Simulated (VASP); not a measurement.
# Re (Pm-3m) in VASP: a series of runs

Re is run at these levels: PBE; tasks: relaxation of cell and atoms.

Everything below comes from runs of VASP 6.6.1. Logs are shortened: lines on timing, memory, paths and dates and some standing lists are left out, and cuts for length are marked.

### Step 1. The cell of the first run

Symmetry: Pm-3m, No. 221, cubic system. Conventional cell: a = 2.530 Å, b = 2.530 Å, c = 2.530 Å, α = 90.00°, β = 90.00°, γ = 90.00°. Re (site symmetry m-3m) has 6 Re at 2.53 Å within 3.3 Å.

### Step 2. Relaxation of cell and atoms, PBE, target pressure 45 GPa, at which the enthalpy is minimised

INCAR reads:

```
ALGO = Normal ; EDIFF = 1E-7
EDIFFG = -0.02 ; ENCUT = 600
GGA = PE ; IBRION = 2
ISIF = 3 ; ISMEAR = -1
LASPH = True ; LCHARG = False
LREAL = False ; LWAVE = False
NELM = 100 ; NSW = 80
PREC = Accurate ; PSTRESS = 450.0
SIGMA = 0.1
```

KPOINTS reads:

```
k-points
0
Gamma
  8 8 8
```

POSCAR reads:

```
Re
1.0
    2.5300000000      0.0000000000      0.0000000000
    0.0000000000      2.5300000000      0.0000000000
    0.0000000000      0.0000000000      2.5300000000
Re
1
Direct
    0.0000000000      0.0000000000      0.0000000000
```

Potentials or basis: VASP PAW PBE potentials, release 64 (Re).

Launch:

```console
$ cat potpaw_PBE.64/Re/POTCAR > POTCAR
$ mpirun -np 1 vasp_std > vasp.out
```

OUTCAR:

```text
EDIFF = 1E-7
   EDIFFG = -0.02
   ENCUT = 600
   GGA = PE
   IBRION = 2
   ISIF = 3
   ISMEAR = -1
   LASPH = True
   LREAL = False
   NELM = 100
   NSW = 80
   PREC = Accurate
   PSTRESS = 450.0

 ion  position               nearest neighbor table
   1  0.000  0.000  0.000-

  LATTYP: Found a simple cubic cell.
 ALAT       =     2.5300000000

  Lattice vectors:

 A1 = (   2.5300000000,   0.0000000000,   0.0000000000)
 A2 = (   0.0000000000,   2.5300000000,   0.0000000000)
 A3 = (   0.0000000000,   0.0000000000,   2.5300000000)

Analysis of symmetry for initial positions (statically):
=====================================================================
 Subroutine PRICEL returns:
 Original cell was already a primitive cell.

 Routine SETGRP: Setting up the symmetry group for a
 simple cubic supercell.

 Subroutine GETGRP returns: Found 48 space group operations
 (whereof 48 operations were pure point group operations)
 out of a pool of 48 trial point group operations.

The static configuration has the point symmetry O_h .

Analysis of symmetry for dynamics (positions and initial velocities):
=====================================================================
 Subroutine PRICEL returns:
 Original cell was already a primitive cell.

 Routine SETGRP: Setting up the symmetry group for a
 simple cubic supercell.

 Subroutine GETGRP returns: Found 48 space group operations
 (whereof 48 operations were pure point group operations)
 out of a pool of 48 trial point group operations.

The dynamic configuration has the point symmetry O_h .

 Subroutine INISYM returns: Found 48 space group operations
 (whereof 48 operations are pure point group operations),
 and found     1 'primitive' translations

----------------------------------------------------------------------------------------

                                     Primitive cell

  volume of cell :      16.1943

  direct lattice vectors                    reciprocal lattice vectors
     2.530000000  0.000000000  0.000000000     0.395256917  0.000000000  0.000000000
     0.000000000  2.530000000  0.000000000     0.000000000  0.395256917  0.000000000
     0.000000000  0.000000000  2.530000000     0.000000000  0.000000000  0.395256917

  length of vectors
     2.530000000  2.530000000  2.530000000     0.395256917  0.395256917  0.395256917

  position of ions in fractional coordinates (direct lattice)
     0.000000000  0.000000000  0.000000000

  ion indices of the primitive-cell ions
   primitive index   ion index
                 1           1

----------------------------------------------------------------------------------------
[... 76 lines left out ...]
   ISIF   =      3    stress and relaxation
   ISYM   =      2    0-nonsym 1-usesym 2-fastsym
   POTIM  = 0.5000    time-step for ionic-motion
   TEBEG  =    0.0;   TEEND  =   0.0 temperature during run
   PSTRESS=  450.0 pullay stress
   NELECT =       7.0000    total number of electrons
   NUPDOWN=      -1.0000    fix difference up-down
   EMIN   =  10.00;   EMAX   =-10.00  energy-range for DOS
   EFERMI =   0.00;   METHOD = LEGACY
   ISMEAR =    -1;   SIGMA  =   0.10  broadening in eV -4-tet -1-fermi 0-gaus
   EFERMI_NEDOS =   21; number of points for ismear=-14 and -15
   IALGO  =     38    algorithm
   IMIX   =      4    mixing-type and parameters
     AMIX     =   0.40;   BMIX     =  1.00
     AMIX_MAG =   1.60;   BMIX_MAG =  1.00
  volume/ion in A,a.u.               =      16.19       109.28
  Fermi-wavevector in a.u.,A,eV,Ry     =   1.237809  2.339120 20.846456  1.532171
  Thomas-Fermi vector in A             =   2.372361
   LORBIT       =      0    0 simple, 1 ext, 2 COOP (PROOUT), +10 PAW based schemes
   GGA     = PE    functional components
   LHFCALC =     F    Hartree Fock is set to
   AEXX    =    0.0000 exact exchange contribution
   IVDW    =     0    specifies the selected vdW correction
   LEPSILON=     F    determine dielectric tensor
   LRPA    =     F    only Hartree local field effects (RPA)
 conjugate gradient relaxation of ions
 non-spin polarized calculation
  energy-cutoff  :      600.00
  volume of cell :       16.19
 maximum number of plane-waves:       554
   NGX = 11   NGY = 11   NGZ = 11

--------------------------------------- Ionic step        1  -------------------------------------------

 number of electron       6.9999998 magnetization

 Free energy of the ion-electron system (eV)
  ---------------------------------------------------
  ext. energy  EPLUGINS =         0.00000000
  ---------------------------------------------------
  free energy    TOTEN  =       -11.08589787 eV

  energy without entropy =      -11.05696659  energy(sigma->0) =      -11.07143223

------------------------ aborting loop because EDIFF is reached ----------------------------------------

  FORCE on cell =-STRESS in cart. coord.  units (eV):
  Direction    XX          YY          ZZ          XY          YZ          ZX
  --------------------------------------------------------------------------------------
  -------------------------------------------------------------------------------------
  Total        1.6364596      1.6364596      1.6364596      0.0000000     -0.0000000     -0.0000000
  in kB      161.9027845    161.9027845    161.9027845      0.0000000     -0.0000000     -0.0000000
  external PRESSURE =    -288.0972155 kB  Pullay stress =     450.0000000 kB
[... 24 lines left out ...]
--------------------------------------- Ionic step        2  -------------------------------------------

 number of electron       6.9999999 magnetization

 E-fermi :  13.9205     XC(G=0): -15.6236

 val. band max:       13.9004420274   @ k =   0.3750   0.0000   0.0000
 cond. band min:      14.1103948816   @ k =   0.3750   0.1250   0.0000
 fundamental gap:      0.2099528542
 Fermi energy:        13.9205320283

 k-point     1 :       0.0000    0.0000    0.0000
  band No.  band energies     occupation
      1       1.2010      2.00000
      2       3.8075      2.00000
      3       3.8075      2.00000
      4      21.0773      0.00000
      5      21.0773      0.00000
      6      21.0773      0.00000
      7      34.4163      0.00000
[... 340 lines left out ...]
--------------------------------------- Ionic step        5  -------------------------------------------

 number of electron       7.0000002 magnetization

 Free energy of the ion-electron system (eV)
  ---------------------------------------------------
  ext. energy  EPLUGINS =         0.00000000
  ---------------------------------------------------
  free energy    TOTEN  =       -10.86972622 eV

  energy without entropy =      -10.84407240  energy(sigma->0) =      -10.85689931

 E-fermi :   8.1409     XC(G=0): -13.4520

 val. band max:        8.0895418922   @ k =   0.3750   0.3750   0.2500
 cond. band min:       8.1551553569   @ k =   0.5000   0.1250   0.0000
 fundamental gap:      0.0656134646
 Fermi energy:         8.1408978050

 k-point     1 :       0.0000    0.0000    0.0000
  band No.  band energies     occupation
      1      -1.8697      2.00000
      2       1.9383      2.00000
      3       1.9383      2.00000
      4      12.4745      0.00000
      5      12.4745      0.00000
      6      12.4745      0.00000
      7      24.6927      0.00000
[... 262 lines left out ...]
  energy  without entropy=      -10.8440723992  energy(sigma->0) =      -10.85689931

  enthalpy is  TOTEN    =        -6.6488365684 eV   P V=        4.2208896535

 reached required accuracy - stopping structural energy minimisation
```

CONTCAR:

```text
Re
   1.00000000000000
     2.4677473207367147    0.0000000000000000   -0.0000000000000000
     0.0000000000000000    2.4677473207367147    0.0000000000000000
     0.0000000000000000   -0.0000000000000000    2.4677473207367147
  Re
     1
Direct
     0.0000000000000000    0.0000000000000000    0.0000000000000000

  0.00000000E+00  0.00000000E+00  0.00000000E+00
```

Wall time 18 s (1 thread of Intel Xeon Platinum 8488C (Sapphire Rapids), shared host); peak memory 0.13 GiB.

What came out:

```
Free energy                                            : -10.8697 eV
Relaxed volume                                         : 15.03 Å³/atom
Relaxed cell                                           : a = 2.468 Å, b = 2.468 Å, c = 2.468 Å, α = 90.00°, β = 90.00°, γ = 90.00°
Space group after relaxing (to 0.05 Å)                 : Pm-3m (No. 221)
Energy change on relaxing (the enthalpy is what falls) : +216.2 meV/atom
Ionic steps                                            : 5
Pressure after relaxing                                : 45.0 GPa
```

Step by step:
| step | energy change (eV) | largest force (eV/Å) | pressure (GPa) | volume (Å³) |
| --- | --- | --- | --- | --- |
| 1 | 0.0000 | 0.0000 | 16.19 | 16.19 |
| 2 | 5.2850 | 0.0000 | 386.13 | 10.28 |
| 3 | 0.1627 | 0.0000 | 39.18 | 15.23 |
| 4 | 0.1981 | 0.0000 | 43.08 | 15.09 |
| 5 | 0.2162 | 0.0000 | 45.01 | 15.03 |

Final structure:
```yaml
crystal:
  lattice:
    - [2.46775, 0.00000, 0.00000]
    - [0.00000, 2.46775, 0.00000]
    - [0.00000, 0.00000, 2.46775]
  atoms:
    - { symbol: Re, position: [0.00000, 0.00000, 0.00000] }
```

Caveat: the cell is relaxed towards a set pressure, so the enthalpy falls and the energy may rise; spin-orbit coupling is left out, which moves the levels of the heavy elements.

### Step 3. Relaxation of cell and atoms, PBE

INCAR reads:

```
SYSTEM = Re
PREC = Accurate
ENCUT = 500
EDIFF = 1E-7
ISMEAR = -1
SIGMA = 0.1
LREAL = .False.
LASPH = .True.
NELM = 120
ALGO = Normal
ISIF = 3
LWAVE = .False.
LCHARG = .False.
GGA = PE
IBRION = 2
NSW = 80
EDIFFG = -0.02
GGA_COMPAT = .False.
NELMIN = 4
```

KPOINTS reads:

```
Automatic mesh
0
Gamma
  8 8 8
  0 0 0
```

POSCAR is that of step 2.

Potentials or basis: VASP PAW PBE potentials, release 64 (Re_sv_GW).

Launch:

```console
$ cat potpaw_PBE.64/Re_sv_GW/POTCAR > POTCAR
$ mpirun -np 1 vasp_std > vasp.out
```

OUTCAR:

```text
SYSTEM = Re
   PREC = Accurate
   ENCUT = 500
   EDIFF = 1E-7
   ISMEAR = -1
   LREAL = .False.
   LASPH = .True.
   NELM = 120
   ISIF = 3
   GGA = PE
   IBRION = 2
   NSW = 80
   EDIFFG = -0.02
   NELMIN = 4

 ion  position               nearest neighbor table
   1  0.000  0.000  0.000-

  LATTYP: Found a simple cubic cell.
 ALAT       =     2.5300000000

  Lattice vectors:

 A1 = (   2.5300000000,   0.0000000000,   0.0000000000)
 A2 = (   0.0000000000,   2.5300000000,   0.0000000000)
 A3 = (   0.0000000000,   0.0000000000,   2.5300000000)

Analysis of symmetry for initial positions (statically):
=====================================================================
 Subroutine PRICEL returns:
 Original cell was already a primitive cell.

 Routine SETGRP: Setting up the symmetry group for a
 simple cubic supercell.

 Subroutine GETGRP returns: Found 48 space group operations
 (whereof 48 operations were pure point group operations)
 out of a pool of 48 trial point group operations.

The static configuration has the point symmetry O_h .

Analysis of symmetry for dynamics (positions and initial velocities):
=====================================================================
 Subroutine PRICEL returns:
 Original cell was already a primitive cell.

 Routine SETGRP: Setting up the symmetry group for a
 simple cubic supercell.

[... 158 lines left out ...]
  Total        1.5211029      1.5211029      1.5211029     -0.0000000     -0.0000000     -0.0000000
  in kB      150.4899854    150.4899854    150.4899854     -0.0000000     -0.0000000     -0.0000000
  external PRESSURE =     150.4899854 kB  Pullay stress =       0.0000000 kB
[... 22 lines left out ...]
--------------------------------------- Ionic step        2  -------------------------------------------

 number of electron      14.9999998 magnetization

 E-fermi :   8.6869     XC(G=0): -12.3024

 val. band max:        8.6178771602   @ k =   0.2500   0.2500   0.2500
 cond. band min:       8.7702836516   @ k =   0.5000   0.0000   0.0000
 fundamental gap:      0.1524064914
 Fermi energy:         8.6868903967

 k-point     1 :       0.0000    0.0000    0.0000
  band No.  band energies     occupation
      1     -71.4711      2.00000
      2     -32.9352      2.00000
      3     -32.9352      2.00000
      4     -32.9352      2.00000
      5       0.6631      2.00000
      6       4.4696      2.00000
      7       4.4696      2.00000
      8      11.5452      0.00000
      9      11.5452      0.00000
     10      11.5452      0.00000
     11      22.6352      0.00000
[... 391 lines left out ...]
--------------------------------------- Ionic step        4  -------------------------------------------

 number of electron      15.0000005 magnetization

 Free energy of the ion-electron system (eV)
  ---------------------------------------------------
  ext. energy  EPLUGINS =         0.00000000
  ---------------------------------------------------
  free energy    TOTEN  =       -12.71943620 eV

  energy without entropy =      -12.68944558  energy(sigma->0) =      -12.70444089

 E-fermi :  11.0400     XC(G=0): -13.2093

 val. band max:       11.0281658033   @ k =   0.5000   0.5000   0.2500
 cond. band min:      11.0799596151   @ k =   0.5000   0.0000   0.0000
 fundamental gap:      0.0517938118
 Fermi energy:        11.0399998920

 k-point     1 :       0.0000    0.0000    0.0000
  band No.  band energies     occupation
      1     -69.1295      2.00000
      2     -30.4040      2.00000
      3     -30.4040      2.00000
      4     -30.4040      2.00000
      5       1.9745      2.00000
      6       5.8305      2.00000
      7       5.8305      2.00000
      8      14.7071      0.00000
      9      14.7071      0.00000
     10      14.7071      0.00000
     11      26.2093      0.00000
[... 350 lines left out ...]
  FREE ENERGIE OF THE ION-ELECTRON SYSTEM (eV)
  ---------------------------------------------------
  free  energy   TOTEN  =       -12.7194361972 eV

  energy  without entropy=      -12.6894455847  energy(sigma->0) =      -12.70444089

 reached required accuracy - stopping structural energy minimisation
```

OSZICAR:

```text
N       E                     dE             d eps       ncg     rms          rms(c)
DAV:   1     0.889842288347E+02    0.88984E+02   -0.95789E+03   821   0.132E+03
DAV:   2    -0.111713900592E+02   -0.10016E+03   -0.95204E+02   915   0.350E+02
DAV:   3    -0.134727618636E+02   -0.23014E+01   -0.22513E+01   917   0.495E+01
[... 44 lines left out ...]
DAV:   4    -0.127194232731E+02   -0.12383E-04   -0.19078E-04   833   0.144E-01    0.856E-02
DAV:   5    -0.127194338875E+02   -0.10614E-04   -0.14917E-05   812   0.356E-02    0.193E-02
DAV:   6    -0.127194363216E+02   -0.24341E-05   -0.73562E-07   815   0.101E-02    0.240E-02
DAV:   7    -0.127194361925E+02    0.12903E-06   -0.25002E-08   385   0.144E-03    0.204E-02
DAV:   8    -0.127194361972E+02   -0.46539E-08   -0.28620E-09   385   0.513E-04
   4 F= -.12719436E+02 E0= -.12704441E+02  d E =-.372384E-01
```

Run time: 12 s. Hardware: 1 thread of AMD EPYC 9R45 (Zen 5), shared host; peak memory 0.1 GiB.

Results:

```yaml
Free_energy: -12.7194 eV
Relaxed_volume: 17.03 Å³/atom
Relaxed_cell: a = 2.573 Å, b = 2.573 Å, c = 2.573 Å, α = 90.00°, β = 90.00°, γ = 90.00°
Space_group_after_relaxing_to_0.05_Å: Pm-3m (No. 221)
Energy_gained_by_relaxing: 37.2 meV/atom
Ionic_steps: 4
Pressure_after_relaxing: -0.1 GPa
```

Step by step:
```
step  energy change (eV)  largest force (eV/Å)  pressure (GPa)  volume (Å³)
   1              0.0000                0.0000           15.05        16.19
   2              0.2901                0.0000          -29.93        20.03
   3             -0.0371                0.0000           -0.93        17.08
   4             -0.0372                0.0000           -0.06        17.03
```

Final structure:
```cif
data_structure
_symmetry_space_group_name_H-M 'P 1'
_symmetry_Int_Tables_number 1
_cell_length_a 2.5727
_cell_length_b 2.5727
_cell_length_c 2.5727
_cell_angle_alpha 90.000
_cell_angle_beta 90.000
_cell_angle_gamma 90.000
_cell_volume 17.03
loop_
_atom_site_label
_atom_site_type_symbol
_atom_site_fract_x
_atom_site_fract_y
_atom_site_fract_z
_atom_site_occupancy
Re1 Re 0.00000 0.00000 0.00000 1
```

Levels at points of the mesh, in eV from the Fermi level:
```
           k point  band 3  band 4  band 5  band 6  band 7  band 8  band 9  band 10  band 11
(0.00, 0.00, 0.00)  -41.44  -41.44   -9.07   -5.21   -5.21    3.67    3.67     3.67    15.17
(0.50, 0.00, 0.00)  -41.33  -41.33   -5.66   -4.28   -0.88    0.04    0.04     4.05     8.49
(0.50, 0.50, 0.00)  -42.49  -41.23   -6.21   -3.71    0.76    0.76    4.79     4.79     6.30
(0.50, 0.50, 0.50)  -42.35  -42.35   -4.63   -4.63   -4.63    6.56    6.56     7.81    11.68
```

Caveat: spin-orbit coupling is left out, which moves the levels of the heavy elements.
